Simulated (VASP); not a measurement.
# Rh (P-1) in VASP: single point with PBE

Aim: the single point of Rh with PBE.

All numbers are computed with VASP 6.6.1; they aren't measurements. Logs are shortened: lines on timing, memory, paths and dates and some standing lists are left out, and cuts for length are marked.

**1. The cell of the first run**

The typed cell holds 1 atom: a = 2.389 Å, b = 2.649 Å, c = 2.924 Å, α = 52.08°, β = 71.55°, γ = 68.61°.

**2. Single point, PBE**

Contents of INCAR:

```
SYSTEM = Rh
  PREC = Accurate
  ENCUT = 520
  EDIFF = 1E-6
  ISMEAR = 0
  SIGMA = 0.15
  LREAL = .False.
  LASPH = .True.
  NELM = 80
  ALGO = Fast
  ISIF = 2
  LWAVE = .False.
  LCHARG = .False.
  GGA = PE
  NBANDS = 14
```

Contents of KPOINTS:

```
Automatic mesh
0
Gamma
  16 16 16
  0 0 0
```

Contents of POSCAR:

```
Rh
1.0
   -0.1476760501      1.6763874274      1.6961741527
    2.1513688211      0.0030981609      1.5453999417
    2.3520356087      1.7262800040     -0.1975686267
Rh
1
Direct
    0.0000000000      0.0000000000      0.0000000000
```

Potentials or basis: VASP PAW PBE potentials, release 64 (Rh_pv).

Run with:

```console
$ cat potpaw_PBE.64/Rh_pv/POTCAR > POTCAR
$ mpirun -np 1 vasp_std > vasp.out
```

OUTCAR:

```text
SYSTEM = Rh
   PREC = Accurate
   ENCUT = 520
   EDIFF = 1E-6
   ISMEAR = 0
   LREAL = .False.
   LASPH = .True.
   NELM = 80
   ISIF = 2
   GGA = PE

 ion  position               nearest neighbor table
   1  0.000  0.000  0.000-

  LATTYP: Found a triclinic cell.
 ALAT       =     2.3893701636
 B/A-ratio  =     1.4230964700
 C/A-ratio  =     1.1086175006
 COS(alpha) =     0.0057975587
 COS(beta)  =     0.3647785908
 COS(gamma) =     0.6907180969

  Lattice vectors:

 A1 = (   0.1476760501,  -1.6763874274,  -1.6961741527)
 A2 = (  -0.0529907375,  -3.3995692705,   0.0467944157)
 A3 = (  -2.1513688211,  -0.0030981609,  -1.5453999417)

Analysis of symmetry for initial positions (statically):
=====================================================================
 Subroutine PRICEL returns:
 Original cell was already a primitive cell.

 Routine SETGRP: Setting up the symmetry group for a
 triclinic supercell.

 Subroutine GETGRP returns: Found  2 space group operations
 (whereof  2 operations were pure point group operations)
 out of a pool of  2 trial point group operations.

The static configuration has the point symmetry S_2 .

Analysis of symmetry for dynamics (positions and initial velocities):
=====================================================================
 Subroutine PRICEL returns:
 Original cell was already a primitive cell.

 Routine SETGRP: Setting up the symmetry group for a
 triclinic supercell.

 Subroutine GETGRP returns: Found  2 space group operations
 (whereof  2 operations were pure point group operations)
 out of a pool of  2 trial point group operations.

The dynamic configuration has the point symmetry S_2 .

 Subroutine INISYM returns: Found  2 space group operations
 (whereof  2 operations are pure point group operations),
 and found     1 'primitive' translations

----------------------------------------------------------------------------------------

                                     Primitive cell

  volume of cell :      13.4870

  direct lattice vectors                    reciprocal lattice vectors
    -0.147676050  1.676387427  1.696174153    -0.197850294  0.301021830  0.274826166
     2.151368821  0.003098161  1.545399942     0.241660509 -0.293637468  0.311252018
     2.352035609  1.726280004 -0.197568627     0.191698358  0.287485532 -0.267441804

  length of vectors
     2.389370164  2.648897579  2.924234518     0.453087522  0.491427088  0.436945431

  position of ions in fractional coordinates (direct lattice)
     0.000000000  0.000000000  0.000000000

  ion indices of the primitive-cell ions
   primitive index   ion index
                 1           1

----------------------------------------------------------------------------------------

 KPOINTS: Automatic mesh

Automatic generation of k-mesh.
 Grid dimensions read from file:
 generate k-points for:   16   16   16

 Generating k-lattice:

  Cartesian coordinates                     Fractional coordinates (reciprocal lattice)
    -0.012365643  0.018813864  0.017176635     0.062500000  0.000000000  0.000000000
     0.015103782 -0.018352342  0.019453251     0.000000000  0.062500000 -0.000000000
     0.011981147  0.017967846 -0.016715113     0.000000000  0.000000000  0.062500000

  Length of vectors
     0.028317970  0.030714193  0.027309089

  Shift w.r.t. Gamma in fractional coordinates (k-lattice)
     0.000000000  0.000000000  0.000000000

 Subroutine IBZKPT returns following result:
 ===========================================

 Found   2052 irreducible k-points:

 Following reciprocal coordinates:
            Coordinates               Weight
  0.000000  0.000000  0.000000      1.000000
  0.062500  0.000000 -0.000000      2.000000
  0.125000  0.000000 -0.000000      2.000000
  0.187500  0.000000 -0.000000      2.000000
  0.250000  0.000000 -0.000000      2.000000
  0.312500  0.000000 -0.000000      2.000000
[... 16 lines left out ...]
 -0.187500  0.062500  0.000000      2.000000
 -0.125000  0.062500  0.000000      2.000000
 [... further k-points ...]
   k-points           NKPTS =   2052   k-points in BZ     NKDIM =   2052   number of bands    NBANDS=     14
   number of dos      NEDOS =    301   number of ions     NIONS =      1
   total plane-waves  NPLWV =   8640
   dimension x,y,z NGX =    18 NGY =   20 NGZ =   24
   dimension x,y,z NGXF=    36 NGYF=   40 NGZF=   48
   ions per type =               1
   NGX,Y,Z   is equivalent  to a cutoff of  12.52, 12.55, 13.64 a.u.
   NGXF,Y,Z  is equivalent  to a cutoff of  25.05, 25.10, 27.29 a.u.
 SYSTEM =  Rh
   PREC   = accura    normal or accurate (medium, high low for compatibility)
   ISTART =      0    job   : 0-new  1-cont  2-samecut
   ICHARG =      2    charge: 1-file 2-atom 10-const
   ISPIN  =      1    spin polarized calculation?
   LNONCOLLINEAR =      F non collinear calculations
   LSORBIT =      F    spin-orbit coupling
   LASPH  =      T    aspherical Exc in radial PAW
   ENCUT  =  520.0 eV  38.22 Ry    6.18 a.u.   4.44  4.93  5.44*2*pi/ulx,y,z
   NELM   =     80;   NELMIN=  2; NELMDL= -5     # of ELM steps
   EDIFF  = 0.1E-05   stopping-criterion for ELM
   LREAL  =      F    real-space projection
   EDIFFG = 0.1E-04   stopping-criterion for IOM
   NSW    =      0    number of steps for IOM
   IBRION =     -1    ionic relax: 0-MD 1-quasi-New 2-CG
   NFREE  =      0    steps in history (QN), initial steepest desc. (CG)
   ISIF   =      2    stress and relaxation
   ISYM   =      2    0-nonsym 1-usesym 2-fastsym
   POTIM  = 0.5000    time-step for ionic-motion
   TEBEG  =    0.0;   TEEND  =   0.0 temperature during run
   PSTRESS=    0.0 pullay stress
   NELECT =      15.0000    total number of electrons
   NUPDOWN=      -1.0000    fix difference up-down
   EMIN   =  10.00;   EMAX   =-10.00  energy-range for DOS
   EFERMI =   0.00;   METHOD = LEGACY
   ISMEAR =     0;   SIGMA  =   0.15  broadening in eV -4-tet -1-fermi 0-gaus
   EFERMI_NEDOS =   21; number of points for ismear=-14 and -15
   IALGO  =     68    algorithm
   IMIX   =      4    mixing-type and parameters
     AMIX     =   0.40;   BMIX     =  1.00
     AMIX_MAG =   1.60;   BMIX_MAG =  1.00
  volume/ion in A,a.u.               =      13.49        91.01
  Fermi-wavevector in a.u.,A,eV,Ry     =   1.696160  3.205278 39.143414  2.876960
  Thomas-Fermi vector in A             =   2.777073
   LORBIT       =      0    0 simple, 1 ext, 2 COOP (PROOUT), +10 PAW based schemes
   GGA     = PE    functional components
   LHFCALC =     F    Hartree Fock is set to
   AEXX    =    0.0000 exact exchange contribution
   IVDW    =     0    specifies the selected vdW correction
   LEPSILON=     F    determine dielectric tensor
   LRPA    =     F    only Hartree local field effects (RPA)
 non-spin polarized calculation
 RMM-DIIS sequential band-by-band and
 Gauss-broadening in eV      SIGMA  =   0.15
  energy-cutoff  :      520.00
  volume of cell :       13.49
 maximum number of plane-waves:       378
 NGX is ok and might be reduce to    18
   NGX =  9   NGY =  9   NGZ = 11

 number of electron      15.0000001 magnetization

 Free energy of the ion-electron system (eV)
  ---------------------------------------------------
  ext. energy  EPLUGINS =         0.00000000
  ---------------------------------------------------
  free energy    TOTEN  =        -6.55498314 eV

  energy without entropy =       -6.53593857  energy(sigma->0) =       -6.54546086

 E-fermi :  12.2110     XC(G=0): -14.0917

 val. band max:       12.2108891607   @ k =  -0.2500   0.3750   0.5000
 cond. band min:      12.2112063830   @ k =  -0.3750   0.3750   0.2500
 fundamental gap:      0.0003172224
 Fermi energy:        12.2109848775

 k-point     1 :       0.0000    0.0000    0.0000
  band No.  band energies     occupation
      1     -34.0621      2.00000
      2     -33.9613      2.00000
      3     -33.9113      2.00000
      4       4.2485      2.00000
      5       6.7331      2.00000
      6       8.3156      2.00000
      7      11.1265      2.00000
      8      11.1677      2.00000
      9      13.1958      0.00000
     10      28.6801      0.00000
     11      29.7183      0.00000
     12      33.0475      0.00000
     13      36.0125      0.00000
     14      37.7171      0.00000

 k-point     2 :       0.0625    0.0000   -0.0000
  band No.  band energies     occupation
      1     -34.0634      2.00000
      2     -33.9679      2.00000
      3     -33.9513      2.00000
      4       4.4067      2.00000
      5       6.8378      2.00000
      6       8.3443      2.00000
      7      11.0774      2.00000
      8      11.1477      2.00000
      9      13.0743      0.00000
     10      28.8246      0.00000
     11      29.8886      0.00000
     12      33.0469      0.00000
     13      35.7134      0.00000
     14      36.8546      0.00000

 k-point     3 :       0.1250    0.0000   -0.0000
  band No.  band energies     occupation
      1     -34.1097      2.00000
      2     -34.0620      2.00000
      3     -33.9460      2.00000
      4       4.8420      2.00000
      5       7.1471      2.00000
      6       8.4117      2.00000
      7      10.8922      2.00000
      8      11.2048      2.00000
      9      12.7457      0.00000
     10      29.1647      0.00000
     11      30.0497      0.00000
     12      33.0454      0.00000
     13      34.5044      0.00000
     14      36.4244      0.00000
[... 324 lines left out ...]
 k-point    23 :      -0.1875    0.0625    0.0000
  band No.  band energies     occupation
      1     -34.3294      2.00000
      2     -34.1014      2.00000
      3     -33.9639      2.00000
      4       5.7465      2.00000
      5       7.7584      2.00000
      6       8.4181      2.00000
      7      10.9018      2.00000
      8      11.3032      2.00000
      9      12.2654      0.60787
     10      28.6506      0.00000
     11      29.7545      0.00000
     12      33.0470      0.00000
     13      34.5865      0.00000
     14      35.1954      0.00000

 k-point    24 :      -0.1250    0.0625    0.0000
  band No.  band energies     occupation
      1     -34.1330      2.00000
      2     -34.0784      2.00000
      3     -33.9800      2.00000
      4       5.1561      2.00000
      5       7.2171      2.00000
      6       8.4153      2.00000
      7      10.8683      2.00000
      8      11.2589      2.00000
      9      12.6517      0.00003
     10      29.3183      0.00000
     11      30.2074      0.00000
     12      33.0453      0.00000
     13      34.4584      0.00000
     14      35.3299      0.00000

 [... further k-points ...]

------------------------ aborting loop because EDIFF is reached ----------------------------------------

  FORCE on cell =-STRESS in cart. coord.  units (eV):
  Direction    XX          YY          ZZ          XY          YZ          ZX
  --------------------------------------------------------------------------------------
  -------------------------------------------------------------------------------------
  Total       -0.4500807      3.8690158      4.8952221     -0.1481360      0.8057893      0.6797752
  in kB      -53.4670059    459.6169374    581.5243754    -17.5977103     95.7231605     80.7534090
  external PRESSURE =     329.2247690 kB  Pullay stress =       0.0000000 kB

 VOLUME and BASIS-vectors are now :
 -----------------------------------------------------------------------------
  energy-cutoff  :      520.00
  volume of cell :       13.49
      direct lattice vectors                 reciprocal lattice vectors
    -0.147676050  1.676387427  1.696174153    -0.197850294  0.301021830  0.274826166
     2.151368821  0.003098161  1.545399942     0.241660509 -0.293637468  0.311252018
     2.352035609  1.726280004 -0.197568627     0.191698358  0.287485532 -0.267441804

 POSITION                                       TOTAL-FORCE (eV/Angst)
 -----------------------------------------------------------------------------------
      0.00000      0.00000      0.00000         0.000000      0.000000     -0.000000
 -----------------------------------------------------------------------------------
    total drift:                                0.000000     -0.000000      0.000000

  FREE ENERGIE OF THE ION-ELECTRON SYSTEM (eV)
  ---------------------------------------------------
  free  energy   TOTEN  =        -6.5549831399 eV

  energy  without entropy=       -6.5359385716  energy(sigma->0) =       -6.54546086
```

It took 6.7 min on 1 thread of Intel Xeon Platinum 8259CL at 2.50GHz (Skylake/Cascade Lake), shared host; peak memory 0.44 GiB.

Results:

```
Free energy : -6.5550 eV
Pressure    : 32.9 GPa
```
